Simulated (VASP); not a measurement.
# Y (R-3m) in VASP: single point with PBE

Aim: the single point of Y with PBE.

All numbers are computed with VASP 6.6.1; they aren't measurements. Logs are shortened: lines on timing, memory, paths and dates and some standing lists are left out, and cuts for length are marked.

## (1) The cell of the first run

The structure is trigonal, space group R-3m (No. 166). Conventional cell: a = 3.501 Å, b = 3.501 Å, c = 25.113 Å, α = 90.00°, β = 90.00°, γ = 120.00°. Y (site symmetry -3m) has 12 Y at 3.45 to 3.50 Å within 4.5 Å. Within 4.5 Å of Y (site symmetry 3m) lie 12 Y at 3.44 to 3.50 Å.

## (2) Single point, PBE (29.61 Å³/atom)

The input, INCAR:

```
  PREC = Accurate
  ENCUT = 520
  EDIFF = 1E-7
  ISMEAR = 0
  SIGMA = 0.1
  LREAL = False
  LASPH = True
  NELM = 100
  ALGO = Normal
  ISIF = 2
  LWAVE = False
  LCHARG = False
  GGA = PE
  NBANDS = 24
```

The input, KPOINTS:

```
regular mesh
0
Gamma
  15 15 15
```

The input, POSCAR:

```
Y
1.0
    1.7502713916      1.0105196591      8.3708934637
   -1.7502713916      1.0105196591      8.3708934637
    0.0000000000     -2.0210393182      8.3708934637
Y
3
Direct
    0.0000000000      0.0000000000      0.0000000000
    0.2220865236      0.2220865236      0.2220865236
    0.7779134764      0.7779134764      0.7779134764
```

Potentials or basis: VASP PAW PBE potentials, release 64 (Y_sv).

Command:

```
cat potpaw_PBE.64/Y_sv/POTCAR > POTCAR
mpirun -np 1 vasp_std > vasp.out
```

OUTCAR:

```text
PREC = Accurate
   ENCUT = 520
   EDIFF = 1E-7
   ISMEAR = 0
   LREAL = False
   LASPH = True
   NELM = 100
   ISIF = 2
   GGA = PE

 ion  position               nearest neighbor table
   1  0.000  0.000  0.000-   3 3.45   3 3.45   2 3.45   2 3.45   3 3.45   2 3.45
   2  0.222  0.222  0.222-   3 3.44   3 3.44   3 3.44   1 3.45   1 3.45   1 3.45
   3  0.778  0.778  0.778-   2 3.44   2 3.44   2 3.44   1 3.45   1 3.45   1 3.45

  LATTYP: Found a trigonal (rhomboedric) cell.
 ALAT       =     8.6114143615
 COS(alpha) =     0.9173787407

  Lattice vectors:

 A1 = (   1.7502713916,   1.0105196591,   8.3708934637)
 A2 = (  -1.7502713916,   1.0105196591,   8.3708934637)
 A3 = (   0.0000000000,  -2.0210393182,   8.3708934637)

Analysis of symmetry for initial positions (statically):
=====================================================================
 Subroutine PRICEL returns:
 Original cell was already a primitive cell.

 Routine SETGRP: Setting up the symmetry group for a
 trigonal (rhombohedral) supercell.

 Subroutine GETGRP returns: Found 12 space group operations
 (whereof 12 operations were pure point group operations)
 out of a pool of 12 trial point group operations.

The static configuration has the point symmetry D_3d.

Analysis of symmetry for dynamics (positions and initial velocities):
=====================================================================
 Subroutine PRICEL returns:
 Original cell was already a primitive cell.

 Routine SETGRP: Setting up the symmetry group for a
 trigonal (rhombohedral) supercell.

 Subroutine GETGRP returns: Found 12 space group operations
 (whereof 12 operations were pure point group operations)
 out of a pool of 12 trial point group operations.

The dynamic configuration has the point symmetry D_3d.

 Subroutine INISYM returns: Found 12 space group operations
 (whereof 12 operations are pure point group operations),
 and found     1 'primitive' translations

----------------------------------------------------------------------------------------

                                     Primitive cell

  volume of cell :      88.8328

  direct lattice vectors                    reciprocal lattice vectors
     1.750271392  1.010519659  8.370893464     0.285669984  0.164931642  0.039820520
    -1.750271392  1.010519659  8.370893464    -0.285669984  0.164931642  0.039820520
[... 83 lines left out ...]
   LSORBIT =      F    spin-orbit coupling
   LASPH  =      T    aspherical Exc in radial PAW
   ENCUT  =  520.0 eV  38.22 Ry    6.18 a.u.  16.01 16.01 16.01*2*pi/ulx,y,z
   NELM   =    100;   NELMIN=  2; NELMDL= -5     # of ELM steps
   EDIFF  = 0.1E-06   stopping-criterion for ELM
   LREAL  =      F    real-space projection
   EDIFFG = 0.1E-05   stopping-criterion for IOM
   NSW    =      0    number of steps for IOM
   IBRION =     -1    ionic relax: 0-MD 1-quasi-New 2-CG
   NFREE  =      0    steps in history (QN), initial steepest desc. (CG)
   ISIF   =      2    stress and relaxation
   ISYM   =      2    0-nonsym 1-usesym 2-fastsym
   POTIM  = 0.5000    time-step for ionic-motion
   TEBEG  =    0.0;   TEEND  =   0.0 temperature during run
   PSTRESS=    0.0 pullay stress
   NELECT =      33.0000    total number of electrons
   NUPDOWN=      -1.0000    fix difference up-down
   EMIN   =  10.00;   EMAX   =-10.00  energy-range for DOS
   EFERMI =   0.00;   METHOD = LEGACY
   ISMEAR =     0;   SIGMA  =   0.10  broadening in eV -4-tet -1-fermi 0-gaus
   EFERMI_NEDOS =   21; number of points for ismear=-14 and -15
   IALGO  =     38    algorithm
   IMIX   =      4    mixing-type and parameters
     AMIX     =   0.40;   BMIX     =  1.00
     AMIX_MAG =   1.60;   BMIX_MAG =  1.00
  volume/ion in A,a.u.               =      29.61       199.82
  Fermi-wavevector in a.u.,A,eV,Ry     =   1.176852  2.223927 18.843796  1.384980
  Thomas-Fermi vector in A             =   2.313208
   LORBIT       =      0    0 simple, 1 ext, 2 COOP (PROOUT), +10 PAW based schemes
   GGA     = PE    functional components
   LHFCALC =     F    Hartree Fock is set to
   AEXX    =    0.0000 exact exchange contribution
   IVDW    =     0    specifies the selected vdW correction
   LEPSILON=     F    determine dielectric tensor
   LRPA    =     F    only Hartree local field effects (RPA)
 non-spin polarized calculation
 Gauss-broadening in eV      SIGMA  =   0.10
  energy-cutoff  :      520.00
  volume of cell :       88.83
 maximum number of plane-waves:      2449
   NGX = 31   NGY = 31   NGZ = 31

 number of electron      33.0000000 magnetization

 Free energy of the ion-electron system (eV)
  ---------------------------------------------------
  ext. energy  EPLUGINS =         0.00000000
  ---------------------------------------------------
  free energy    TOTEN  =       -19.19805140 eV

  energy without entropy =      -19.17789467  energy(sigma->0) =      -19.18797304

 E-fermi :   3.5519     XC(G=0):  -9.8329

 val. band max:        3.5508331635   @ k =  -0.1333   0.1333   0.0000
 cond. band min:       3.5527013878   @ k =   0.4000   0.1333   0.0000
 fundamental gap:      0.0018682243
 Fermi energy:         3.5519067806

 k-point     1 :       0.0000    0.0000    0.0000
  band No.  band energies     occupation
      1     -38.9072      2.00000
      2     -38.8283      2.00000
      3     -38.8251      2.00000
      4     -19.1291      2.00000
      5     -19.1175      2.00000
      6     -18.6180      2.00000
[... 637 lines left out ...]
     23       6.0627      0.00000
     24       6.3025      0.00000

 [... further k-points ...]

------------------------ aborting loop because EDIFF is reached ----------------------------------------

  FORCE on cell =-STRESS in cart. coord.  units (eV):
  Direction    XX          YY          ZZ          XY          YZ          ZX
  --------------------------------------------------------------------------------------
  -------------------------------------------------------------------------------------
  Total        2.3180166      2.3180166      2.3290834      0.0000000     -0.0000000      0.0000000
  in kB       41.8074719     41.8074719     42.0070708      0.0000000     -0.0000000      0.0000000
  external PRESSURE =      41.8740048 kB  Pullay stress =       0.0000000 kB

 VOLUME and BASIS-vectors are now :
 -----------------------------------------------------------------------------
  energy-cutoff  :      520.00
  volume of cell :       88.83
      direct lattice vectors                 reciprocal lattice vectors
     1.750271392  1.010519659  8.370893464     0.285669984  0.164931642  0.039820520
    -1.750271392  1.010519659  8.370893464    -0.285669984  0.164931642  0.039820520
     0.000000000 -2.021039318  8.370893464     0.000000000 -0.329863284  0.039820520

 POSITION                                       TOTAL-FORCE (eV/Angst)
 -----------------------------------------------------------------------------------
      0.00000      0.00000      0.00000         0.000000     -0.000000     -0.000000
      0.00000      0.00000      5.57719        -0.000000     -0.000000     -0.000397
      0.00000      0.00000     19.53549        -0.000000      0.000000      0.000397
 -----------------------------------------------------------------------------------
    total drift:                               -0.000000      0.000000      0.000000

  FREE ENERGIE OF THE ION-ELECTRON SYSTEM (eV)
  ---------------------------------------------------
  free  energy   TOTEN  =       -19.1980514020 eV

  energy  without entropy=      -19.1778946697  energy(sigma->0) =      -19.18797304
```

OSZICAR:

```text
N       E                     dE             d eps       ncg     rms          rms(c)
DAV:   1     0.150209912472E+03    0.15021E+03   -0.16231E+04 16520   0.131E+03
DAV:   2    -0.567208928151E+01   -0.15588E+03   -0.14909E+03 19488   0.302E+02
DAV:   3    -0.191715747227E+02   -0.13499E+02   -0.13122E+02 30728   0.487E+01
DAV:   4    -0.196448758470E+02   -0.47330E+00   -0.47255E+00 20968   0.999E+00
DAV:   5    -0.196590382810E+02   -0.14162E-01   -0.14161E-01 24824   0.149E+00    0.413E+01
DAV:   6    -0.192517579232E+02    0.40728E+00   -0.56839E-01 17544   0.437E+00    0.255E+01
DAV:   7    -0.192236172817E+02    0.28141E-01   -0.11683E+00 22064   0.578E+00    0.317E+00
DAV:   8    -0.192128592508E+02    0.10758E-01   -0.23695E-01 23664   0.241E+00    0.206E+00
DAV:   9    -0.191979029819E+02    0.14956E-01   -0.79281E-02 20496   0.164E+00    0.530E-01
DAV:  10    -0.191980964113E+02   -0.19343E-03   -0.66645E-03 24056   0.461E-01    0.235E-01
DAV:  11    -0.191980355841E+02    0.60827E-04   -0.67181E-04 23352   0.169E-01    0.782E-02
DAV:  12    -0.191980541889E+02   -0.18605E-04   -0.14527E-04 20896   0.891E-02    0.437E-02
DAV:  13    -0.191980525189E+02    0.16700E-05   -0.14462E-05 26840   0.300E-02    0.131E-02
DAV:  14    -0.191980513274E+02    0.11915E-05   -0.27101E-06 21992   0.117E-02    0.334E-03
DAV:  15    -0.191980514020E+02   -0.74599E-07   -0.25588E-07 18656   0.268E-03
   1 F= -.19198051E+02 E0= -.19187973E+02  d E =-.201567E-01
```

stdout:

```text
POSCAR found type information on POSCAR Y
 POSCAR found :  1 types and       3 ions
 scaLAPACK will be used
 LDA part: xc-table for (Slater+PW92), standard interpolation
 POSCAR, INCAR and KPOINTS ok, starting setup
 FFT: planning ... GRIDC
 FFT: planning ... GRID_SOFT
 FFT: planning ... GRID
 WAVECAR not read
 entering main loop
```

Wall time 40 min (1 thread of Intel Xeon 6975P-C (Granite Rapids), shared host); peak memory 1 GiB.

Results:

```yaml
Free_energy: -19.1981 eV
Pressure: 4.2 GPa
Band_gap_on_the_k_mesh: zero (an odd number of electrons rules out a gap without spin polarisation)
```

Caveat: the cell stands under pressure.
